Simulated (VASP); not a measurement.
# Li (a cell with a defect) in VASP: further runs, part 2 of 3

VASP 6.6.1. Earlier steps stand in the parts before.

## Step 3: Single point, PBE

Contents of INCAR:

```
SYSTEM = Li
PREC = Accurate
ENCUT = 520
EDIFF = 1E-6
ISMEAR = -1
SIGMA = 0.05
LREAL = Auto
LASPH = .True.
NELM = 60
ALGO = Normal
ISIF = 2
LWAVE = .False.
LCHARG = .False.
GGA = PE
NBANDS = 40
```

Contents of KPOINTS:

```
Automatic mesh
0
Gamma
  2 2 2
  0 0 0
```

Contents of POSCAR:

```
Li
1.0
    6.9800000000      0.0000000000      0.0000000000
    0.0000000000      6.9800000000      0.0000000000
    0.0000000000      0.0000000000      6.9800000000
Li
17
Direct
   -0.0050143266      0.0358166189      0.0168481375
    0.6118767908      0.0401719198     -0.0483810888
   -0.0127936963      0.4673925501     -0.0205157593
    0.0156733524      0.0166762178      0.4971776504
    0.2811031519      0.2709885387      0.2513753582
    0.4967908309      0.5236103152     -0.0027363897
    0.4971203438     -0.0023782235      0.5166475645
    0.7443553009      0.2870773639      0.2764756447
    0.0480802292      0.4386676218      0.5620487106
    0.1151719198      0.6689255014      0.2868194842
    0.2876647564      0.2258166189      0.7919627507
    0.4587392550      0.5589684814      0.4996131805
    0.7402578797      0.7529799427      0.2577507163
    0.7150143266      0.3018194842      0.6974785100
    0.2385959885      0.7722206304      0.7769197708
    0.7847564470      0.7402722063      0.7297421203
    0.3556876791     -0.1045272206      0.1592406877
```

Potentials or basis: VASP PAW PBE potentials, release 64 (Li_sv).

The run is started by

```sh
$ cat potpaw_PBE.64/Li_sv/POTCAR > POTCAR
$ mpirun -np 1 vasp_std > vasp.out
```

OUTCAR:

```text
SYSTEM = Li
   PREC = Accurate
   ENCUT = 520
   EDIFF = 1E-6
   ISMEAR = -1
   LREAL = Auto
   LASPH = .True.
   NELM = 60
   ISIF = 2
   GGA = PE

 ion  position               nearest neighbor table
   1  0.995  0.036  0.017-
   2  0.612  0.040  0.952-  17 2.51
   3  0.987  0.467  0.979-
   4  0.016  0.017  0.497-
   5  0.281  0.271  0.251-
   6  0.497  0.524  0.997-
   7  0.497  0.998  0.517-
   8  0.744  0.287  0.276-
   9  0.048  0.439  0.562-  10 2.55
  10  0.115  0.669  0.287-  17 2.47   9 2.55
  11  0.288  0.226  0.792-
  12  0.459  0.559  0.500-
  13  0.740  0.753  0.258-
  14  0.715  0.302  0.697-
  15  0.239  0.772  0.777-
  16  0.785  0.740  0.730-
  17  0.356  0.895  0.159-  10 2.47   2 2.51

  LATTYP: Found a simple cubic cell.
 ALAT       =     6.9800000000

  Lattice vectors:

 A1 = (   6.9800000000,   0.0000000000,   0.0000000000)
 A2 = (   0.0000000000,   6.9800000000,   0.0000000000)
 A3 = (   0.0000000000,   0.0000000000,   6.9800000000)

Analysis of symmetry for initial positions (statically):
=====================================================================
 Subroutine PRICEL returns:
 Original cell was already a primitive cell.

 Routine SETGRP: Setting up the symmetry group for a
 simple cubic supercell.

 Subroutine GETGRP returns: Found  1 space group operations
 (whereof  1 operations were pure point group operations)
 out of a pool of 48 trial point group operations.

The static configuration has the point symmetry C_1 .

Analysis of symmetry for dynamics (positions and initial velocities):
=====================================================================
 Subroutine PRICEL returns:
 Original cell was already a primitive cell.

 Routine SETGRP: Setting up the symmetry group for a
 simple cubic supercell.

 Subroutine GETGRP returns: Found  1 space group operations
 (whereof  1 operations were pure point group operations)
 out of a pool of 48 trial point group operations.

The dynamic configuration has the point symmetry C_1 .

 Subroutine INISYM returns: Found  1 space group operations
 (whereof  1 operations are pure point group operations),
 and found     1 'primitive' translations

----------------------------------------------------------------------------------------

                                     Primitive cell

  volume of cell :     340.0684

  direct lattice vectors                    reciprocal lattice vectors
     6.980000000  0.000000000  0.000000000     0.143266476  0.000000000  0.000000000
     0.000000000  6.980000000  0.000000000     0.000000000  0.143266476  0.000000000
     0.000000000  0.000000000  6.980000000     0.000000000  0.000000000  0.143266476

  length of vectors
     6.980000000  6.980000000  6.980000000     0.143266476  0.143266476  0.143266476

  position of ions in fractional coordinates (direct lattice)
     0.994985673  0.035816619  0.016848137
     0.611876791  0.040171920  0.951618911
     0.987206304  0.467392550  0.979484241
     0.015673352  0.016676218  0.497177650
[... 50 lines left out ...]
     0.071633238  0.071633238  0.071633238

  Shift w.r.t. Gamma in fractional coordinates (k-lattice)
     0.000000000  0.000000000  0.000000000

 Subroutine IBZKPT returns following result:
 ===========================================

 Found      8 irreducible k-points:

 Following reciprocal coordinates:
            Coordinates               Weight
  0.000000  0.000000  0.000000      1.000000
  0.500000  0.000000  0.000000      1.000000
  0.000000  0.500000  0.000000      1.000000
  0.000000  0.000000  0.500000      1.000000
  0.500000  0.500000  0.000000      1.000000
  0.000000  0.500000  0.500000      1.000000
  0.500000  0.000000  0.500000      1.000000
  0.500000  0.500000  0.500000      1.000000
   k-points           NKPTS =      8   k-points in BZ     NKDIM =      8   number of bands    NBANDS=     40
   number of dos      NEDOS =    301   number of ions     NIONS =     17
   total plane-waves  NPLWV = 157464
   dimension x,y,z NGX =    54 NGY =   54 NGZ =   54
   dimension x,y,z NGXF=   108 NGYF=  108 NGZF=  108
   ions per type =              17
   NGX,Y,Z   is equivalent  to a cutoff of  12.86, 12.86, 12.86 a.u.
   NGXF,Y,Z  is equivalent  to a cutoff of  25.72, 25.72, 25.72 a.u.
 SYSTEM =  Li
   PREC   = accura    normal or accurate (medium, high low for compatibility)
   ISTART =      0    job   : 0-new  1-cont  2-samecut
   ICHARG =      2    charge: 1-file 2-atom 10-const
   ISPIN  =      1    spin polarized calculation?
   LNONCOLLINEAR =      F non collinear calculations
   LSORBIT =      F    spin-orbit coupling
   LASPH  =      T    aspherical Exc in radial PAW
   ENCUT  =  520.0 eV  38.22 Ry    6.18 a.u.  12.98 12.98 12.98*2*pi/ulx,y,z
   NELM   =     60;   NELMIN=  2; NELMDL= -5     # of ELM steps
   EDIFF  = 0.1E-05   stopping-criterion for ELM
   LREAL  =      T    real-space projection
   EDIFFG = 0.1E-04   stopping-criterion for IOM
   NSW    =      0    number of steps for IOM
[... 5 lines left out ...]
   TEBEG  =    0.0;   TEEND  =   0.0 temperature during run
   PSTRESS=    0.0 pullay stress
   NELECT =      51.0000    total number of electrons
   NUPDOWN=      -1.0000    fix difference up-down
   EMIN   =  10.00;   EMAX   =-10.00  energy-range for DOS
   EFERMI =   0.00;   METHOD = LEGACY
   ISMEAR =    -1;   SIGMA  =   0.05  broadening in eV -4-tet -1-fermi 0-gaus
   EFERMI_NEDOS =   21; number of points for ismear=-14 and -15
   IALGO  =     38    algorithm
   IMIX   =      4    mixing-type and parameters
     AMIX     =   0.40;   BMIX     =  1.00
     AMIX_MAG =   1.60;   BMIX_MAG =  1.00
  volume/ion in A,a.u.               =      20.00       134.99
  Fermi-wavevector in a.u.,A,eV,Ry     =   0.869780  1.643646 10.293044  0.756517
  Thomas-Fermi vector in A             =   1.988651
   LORBIT       =      0    0 simple, 1 ext, 2 COOP (PROOUT), +10 PAW based schemes
   GGA     = PE    functional components
   LHFCALC =     F    Hartree Fock is set to
   AEXX    =    0.0000 exact exchange contribution
   IVDW    =     0    specifies the selected vdW correction
   LEPSILON=     F    determine dielectric tensor
   LRPA    =     F    only Hartree local field effects (RPA)
 non-spin polarized calculation
  energy-cutoff  :      520.00
  volume of cell :      340.07
 maximum number of plane-waves:      9124
 NGX is ok and might be reduce to    54
   NGX = 25   NGY = 25   NGZ = 25

 number of electron      51.0000006 magnetization

 Free energy of the ion-electron system (eV)
  ---------------------------------------------------
  ext. energy  EPLUGINS =         0.00000000
  ---------------------------------------------------
  free energy    TOTEN  =       -31.54729087 eV

  energy without entropy =      -31.48127121  energy(sigma->0) =      -31.51428104

 E-fermi :   0.4638     XC(G=0):  -7.0716

 val. band max:        0.4607143260   @ k =   0.0000   0.5000   0.5000
 cond. band min:       0.5278356729   @ k =   0.0000   0.5000   0.5000
 fundamental gap:      0.0671213469
 Fermi energy:         0.4637846648

 k-point     1 :       0.0000    0.0000    0.0000
  band No.  band energies     occupation
      1     -45.9924      2.00000
      2     -45.9904      2.00000
      3     -45.9535      2.00000
      4     -45.9502      2.00000
      5     -45.9395      2.00000
      6     -45.9360      2.00000
[... 309 lines left out ...]
     36       3.2070      0.00000
     37       3.2870      0.00000
 [bands above 37 left out]

------------------------ aborting loop because EDIFF is reached ----------------------------------------

  FORCE on cell =-STRESS in cart. coord.  units (eV):
  Direction    XX          YY          ZZ          XY          YZ          ZX
  --------------------------------------------------------------------------------------
  -------------------------------------------------------------------------------------
  Total        1.1740748      0.4413386      0.0958876      0.5148112     -0.5823436     -0.5359227
  in kB        5.5314637      2.0792958      0.4517588      2.4254501     -2.7436180     -2.5249133
  external PRESSURE =       2.6875061 kB  Pullay stress =       0.0000000 kB

 VOLUME and BASIS-vectors are now :
 -----------------------------------------------------------------------------
  energy-cutoff  :      520.00
  volume of cell :      340.07
      direct lattice vectors                 reciprocal lattice vectors
     6.980000000  0.000000000  0.000000000     0.143266476  0.000000000  0.000000000
     0.000000000  6.980000000  0.000000000     0.000000000  0.143266476  0.000000000
     0.000000000  0.000000000  6.980000000     0.000000000  0.000000000  0.143266476

 POSITION                                       TOTAL-FORCE (eV/Angst)
 -----------------------------------------------------------------------------------
      6.94500      0.25000      0.11760         0.018420     -0.002974      0.004691
      4.27090      0.28040      6.64230         0.016240     -0.000608     -0.031317
      6.89070      3.26240      6.83680        -0.024703     -0.004934      0.007718
      0.10940      0.11640      3.47030        -0.009410      0.029871      0.017697
      1.96210      1.89150      1.75460         0.035931      0.011648     -0.009485
      3.46760      3.65480      6.96090         0.008419      0.016888     -0.002207
[... 9 lines left out ...]
      5.47760      5.16710      5.09360         0.002472      0.010804     -0.026303
      2.48270      6.25040      1.11150         0.001655     -0.033119     -0.006110
 -----------------------------------------------------------------------------------
    total drift:                                0.004182     -0.001397      0.013821

  FREE ENERGIE OF THE ION-ELECTRON SYSTEM (eV)
  ---------------------------------------------------
  free  energy   TOTEN  =       -31.5472908677 eV

  energy  without entropy=      -31.4812712081  energy(sigma->0) =      -31.51428104
```

It took 2.4 min on 1 thread of Intel Xeon Platinum 8488C (Sapphire Rapids), shared host; peak memory 0.37 GiB.

What came out:

| Item | Value |
| --- | --- |
| Free energy | -31.5473 eV |
| Largest force | 0.039 eV/Å |
| Band gap on the k mesh | zero (an odd number of electrons rules out a gap without spin polarisation) |

Forces in eV/Å, atoms in the order of the input:
```
Li   0.018 -0.003  0.005
Li   0.016 -0.001 -0.031
Li  -0.025 -0.005  0.008
Li  -0.009  0.030  0.018
Li   0.036  0.012 -0.009
Li   0.008  0.017 -0.002
Li  -0.029  0.007 -0.018
Li  -0.026 -0.013 -0.016
Li  -0.002 -0.004  0.008
Li  -0.004 -0.002 -0.006
Li   0.010  0.010  0.017
Li   0.012 -0.018  0.016
Li   0.000  0.005  0.019
Li  -0.002 -0.004  0.009
Li  -0.007 -0.008  0.017
Li   0.002  0.011 -0.026
Li   0.002 -0.033 -0.006
```

Caveat: the k points lie up to 0.45 Å⁻¹ apart, too coarse for converged energies and pressures of a metal; the cutoff is under 1.25 times the usual one of these potentials, so pressure, stress and relaxed cells hold a basis-set (Pulay) error.

[end of part 2 of 3]

The gap in the log of VASP goes by the Fermi energy; the results here count the filled bands.